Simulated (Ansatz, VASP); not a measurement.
**Two plane-wave programs on Ni**

```
CELL_PARAMETERS angstrom
3.95407 0.00000 0.00000
-1.97704 3.42433 0.00000
0.00000 0.00000 2.42385
ATOMIC_POSITIONS crystal
Ni 0.00000 0.00000 0.00000
Ni 0.33333 0.66667 0.50000
Ni 0.66667 0.33333 0.50000
```

Alike in both runs: task relaxation of cell and atoms; functional PBE; k mesh 9 × 9 × 13; occupations fermi-dirac, width 0.1 eV; no spin polarisation.

```csv
,VASP,Ansatz
version,VASP 6.6.1,Ansatz 0.2.0
potentials or method,"VASP PAW PBE potentials, release 64 (Ni), cutoff 600 eV","plane waves (420 eV) with PAW, scalar-relativistic"
valence electrons in the cell,30,54
```

```tsv
	VASP	Ansatz	Ansatz less VASP
relaxed volume (Å³/atom)	11.05	11.06	+0.010
relaxed length of the cell vector where the two differ most in proportion (Å)	2.402	2.403	+0.0009
```

VASP's potentials hold 30 valence electrons a cell and Ansatz's 54, so a difference there can come from the potentials and not from the codes.
